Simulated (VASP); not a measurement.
# Si (P6/mmm) in VASP: further runs

The runs below take Si through single point, with r2SCAN.

All numbers are computed with VASP 6.6.1; they aren't measurements. Logs are shortened: lines on timing, memory, paths and dates and some standing lists are left out, and cuts for length are marked.

## 1. The cell of the first run

The structure is hexagonal, space group P6/mmm (No. 191). The conventional cell has a = 2.629 Å, b = 2.629 Å, c = 2.431 Å, α = 90.00°, β = 90.00°, γ = 120.00°. Si (site symmetry 6/mmm) has 8 Si at 2.43 to 2.63 Å within 3.2 Å.

This isn't the form of Si at room conditions, which is diamond.

## 2. Single point, r2SCAN (strain +0.000 along x and y, -0.025 along z)

The input, POSCAR:

```
Si
1.0
    2.6290009028      0.0000000000      0.0000000000
   -1.3145004514      2.2767815684      0.0000000000
    0.0000000000      0.0000000000      2.4314540957
Si
1
Direct
    0.0000000000      0.0000000000      0.0000000000
```

The input, INCAR.step1:

```
PREC     = Accurate       # precision mode
ENCUT    = 520            # plane-wave cutoff, eV
ISMEAR   = 0              # smearing method
SIGMA    = 0.15           # smearing width, eV
LREAL    = False          # projectors in reciprocal space
LASPH    = True           # aspherical terms in the spheres
NELM     = 100            # most SCF steps
NBANDS   = 8              # bands
GGA      = PE             # functional
ALGO     = Normal         # electronic algorithm
EDIFF    = 1E-4           # SCF threshold, eV
LWAVE    = True           # write WAVECAR
LCHARG   = False          # write CHGCAR
```

The input, INCAR.step2:

```
PREC     = Accurate       # precision mode
ENCUT    = 520            # plane-wave cutoff, eV
EDIFF    = 1E-6           # SCF threshold, eV
ISMEAR   = 0              # smearing method
SIGMA    = 0.15           # smearing width, eV
LREAL    = False          # projectors in reciprocal space
LASPH    = True           # aspherical terms in the spheres
NELM     = 100            # most SCF steps
ALGO     = Normal         # electronic algorithm
ISIF     = 2              # what is computed and relaxed
LWAVE    = False          # write WAVECAR
LCHARG   = False          # write CHGCAR
METAGGA  = R2SCAN         # meta-GGA
LMIXTAU  = True         
NBANDS   = 8              # bands
ISTART   = 1
```

The input, KPOINTS:

```
Automatic mesh
0
Gamma
  24 24 24
```

Potentials or basis: VASP PAW PBE potentials, release 64 (Si).

Started as:

```console
$ cat potpaw_PBE.64/Si/POTCAR > POTCAR
$ cp INCAR.step1 INCAR
$ mpirun -np 1 vasp_std > vasp.out
$ cp INCAR.step2 INCAR
$ mpirun -np 1 vasp_std > vasp.out
```

OUTCAR:

```text
PREC = Accurate
   ENCUT = 520
   EDIFF = 1E-6
   ISMEAR = 0
   LREAL = False
   LASPH = True
   NELM = 100
   ISIF = 2
   METAGGA = R2SCAN
   ISTART = 1

 ion  position               nearest neighbor table
   1  0.000  0.000  0.000-

  LATTYP: Found a hexagonal cell.
 ALAT       =     2.6290009028
 C/A-ratio  =     0.9248586005

  Lattice vectors:

 A1 = (   2.6290009028,   0.0000000000,   0.0000000000)
 A2 = (  -1.3145004514,   2.2767815684,   0.0000000000)
 A3 = (   0.0000000000,   0.0000000000,   2.4314540957)

Analysis of symmetry for initial positions (statically):
=====================================================================
 Subroutine PRICEL returns:
 Original cell was already a primitive cell.

 Routine SETGRP: Setting up the symmetry group for a
 hexagonal supercell.

 Subroutine GETGRP returns: Found 24 space group operations
 (whereof 24 operations were pure point group operations)
 out of a pool of 24 trial point group operations.

The static configuration has the point symmetry D_6h.

Analysis of symmetry for dynamics (positions and initial velocities):
=====================================================================
 Subroutine PRICEL returns:
 Original cell was already a primitive cell.

 Routine SETGRP: Setting up the symmetry group for a
 hexagonal supercell.

 Subroutine GETGRP returns: Found 24 space group operations
 (whereof 24 operations were pure point group operations)
 out of a pool of 24 trial point group operations.

The dynamic configuration has the point symmetry D_6h.

 Subroutine INISYM returns: Found 24 space group operations
 (whereof 24 operations are pure point group operations),
 and found     1 'primitive' translations

----------------------------------------------------------------------------------------

                                     Primitive cell

  volume of cell :      14.5539

  direct lattice vectors                    reciprocal lattice vectors
     2.629000903  0.000000000  0.000000000     0.380372635  0.219608243  0.000000000
    -1.314500451  2.276781568  0.000000000     0.000000000  0.439216486  0.000000000
     0.000000000  0.000000000  2.431454096     0.000000000  0.000000000  0.411276529

  length of vectors
     2.629000903  2.629000903  2.431454096     0.439216486  0.439216486  0.411276529

  position of ions in fractional coordinates (direct lattice)
     0.000000000  0.000000000  0.000000000

[... 72 lines left out ...]
   LASPH  =      T    aspherical Exc in radial PAW
   ENCUT  =  520.0 eV  38.22 Ry    6.18 a.u.   4.89  4.89  4.52*2*pi/ulx,y,z
   NELM   =    100;   NELMIN=  2; NELMDL=  0     # of ELM steps
   EDIFF  = 0.1E-05   stopping-criterion for ELM
   LREAL  =      F    real-space projection
   EDIFFG = 0.1E-04   stopping-criterion for IOM
   NSW    =      0    number of steps for IOM
   IBRION =     -1    ionic relax: 0-MD 1-quasi-New 2-CG
   NFREE  =      0    steps in history (QN), initial steepest desc. (CG)
   ISIF   =      2    stress and relaxation
   ISYM   =      2    0-nonsym 1-usesym 2-fastsym
   POTIM  = 0.5000    time-step for ionic-motion
   TEBEG  =    0.0;   TEEND  =   0.0 temperature during run
   PSTRESS=    0.0 pullay stress
   NELECT =       4.0000    total number of electrons
   NUPDOWN=      -1.0000    fix difference up-down
   EMIN   =  10.00;   EMAX   =-10.00  energy-range for DOS
   EFERMI =   0.00;   METHOD = LEGACY
   ISMEAR =     0;   SIGMA  =   0.15  broadening in eV -4-tet -1-fermi 0-gaus
   EFERMI_NEDOS =   21; number of points for ismear=-14 and -15
   IALGO  =     38    algorithm
   IMIX   =      4    mixing-type and parameters
     AMIX     =   0.40;   BMIX     =  1.00
     AMIX_MAG =   1.60;   BMIX_MAG =  1.00
  volume/ion in A,a.u.               =      14.55        98.21
  Fermi-wavevector in a.u.,A,eV,Ry     =   1.064393  2.011412 15.414488  1.132933
  Thomas-Fermi vector in A             =   2.199910
   LORBIT       =      0    0 simple, 1 ext, 2 COOP (PROOUT), +10 PAW based schemes
   METAGGA = R2SCAN    functional components
   LHFCALC =     F    Hartree Fock is set to
   AEXX    =    0.0000 exact exchange contribution
   IVDW    =     0    specifies the selected vdW correction
   LEPSILON=     F    determine dielectric tensor
   LRPA    =     F    only Hartree local field effects (RPA)
 non-spin polarized calculation
 Gauss-broadening in eV      SIGMA  =   0.15
  energy-cutoff  :      520.00
  volume of cell :       14.55
 maximum number of plane-waves:       405
 NGX is ok and might be reduce to    20
   NGX =  9   NGY =  9   NGZ =  9

 number of electron       4.0000000 magnetization

 Free energy of the ion-electron system (eV)
  ---------------------------------------------------
  ext. energy  EPLUGINS =         0.00000000
  ---------------------------------------------------
  free energy    TOTEN  =        -8.32341070 eV

  energy without entropy =       -8.31895157  energy(sigma->0) =       -8.32118113

 E-fermi :   9.8538     XC(G=0): -11.7038

 val. band max:        9.8531046424   @ k =   0.4167   0.1667   0.0833
 cond. band min:       9.8568974879   @ k =   0.1667   0.0833   0.2500
 fundamental gap:      0.0037928454
 Fermi energy:         9.8537721757

 k-point     1 :       0.0000    0.0000    0.0000
  band No.  band energies     occupation
      1      -5.1745      2.00000
      2      17.8546      0.00000
      3      18.8919      0.00000
      4      20.6147      0.00000
      5      20.6147      0.00000
      6      22.6715      0.00000
      7      22.6715      0.00000
      8      28.3816      0.00000
[... 243 lines left out ...]
 k-point    24 :       0.4583    0.0417    0.0000
  band No.  band energies     occupation
      1       1.4039      2.00000
      2       2.8728      2.00000
      3      14.0981      0.00000
      4      17.6190      0.00000
      5      24.0330      0.00000
      6      26.4860      0.00000
      7      28.2204      0.00000
      8      30.9350      0.00000

 [... further k-points ...]
[... 5 lines left out ...]
  --------------------------------------------------------------------------------------
  -------------------------------------------------------------------------------------
  Total        0.1657925      0.1657925      0.5632207      0.0000000     -0.0000000      0.0000000
  in kB       18.2514453     18.2514453     62.0027640      0.0000000     -0.0000000      0.0000000
  external PRESSURE =      32.8352182 kB  Pullay stress =       0.0000000 kB

 VOLUME and BASIS-vectors are now :
 -----------------------------------------------------------------------------
  energy-cutoff  :      520.00
  volume of cell :       14.55
      direct lattice vectors                 reciprocal lattice vectors
     2.629000903  0.000000000  0.000000000     0.380372635  0.219608243  0.000000000
    -1.314500451  2.276781568  0.000000000     0.000000000  0.439216486  0.000000000
     0.000000000  0.000000000  2.431454096     0.000000000  0.000000000  0.411276529

 POSITION                                       TOTAL-FORCE (eV/Angst)
 -----------------------------------------------------------------------------------
      0.00000      0.00000      0.00000         0.000000      0.000000      0.000000
 -----------------------------------------------------------------------------------
    total drift:                               -0.000000      0.000000      0.000000

  FREE ENERGIE OF THE ION-ELECTRON SYSTEM (eV)
  ---------------------------------------------------
  free  energy   TOTEN  =        -8.3234107001 eV

  energy  without entropy=       -8.3189515658  energy(sigma->0) =       -8.32118113
```

OUTCAR.step1:

```text
PREC = Accurate
   ENCUT = 520
   ISMEAR = 0
   LREAL = False
   LASPH = True
   NELM = 100
[... 480 lines left out ...]

 POSITION                                       TOTAL-FORCE (eV/Angst)
 -----------------------------------------------------------------------------------
      0.00000      0.00000      0.00000        -0.000000      0.000000      0.000000
 -----------------------------------------------------------------------------------
    total drift:                                0.000000      0.000000      0.000000

  FREE ENERGIE OF THE ION-ELECTRON SYSTEM (eV)
  ---------------------------------------------------
  free  energy   TOTEN  =        -5.1094356653 eV

  energy  without entropy=       -5.1049111131  energy(sigma->0) =       -5.10717339
```

Run time: 2.6 min. Hardware: 1 thread of Intel Xeon Platinum 8488C (Sapphire Rapids), shared host; peak memory 0.18 GiB.

What came out:

* Free energy: -8.3234 eV
* Pressure: 3.3 GPa
* Band gap on the k mesh: zero (bands 2 and 3 overlap by 12.98 eV)

Stress tensor (GPa, compression positive):
```
1.83 0.00 0.00
0.00 1.83 0.00
0.00 0.00 6.20
```

Caveat: the cell differs from its parent crystal (strain +0.000 along x and y, -0.025 along z); the cell stands under pressure; the PAW data sets were made with another functional, which shifts forces and pressure a little.

(Part 1 of 2 ends here.)
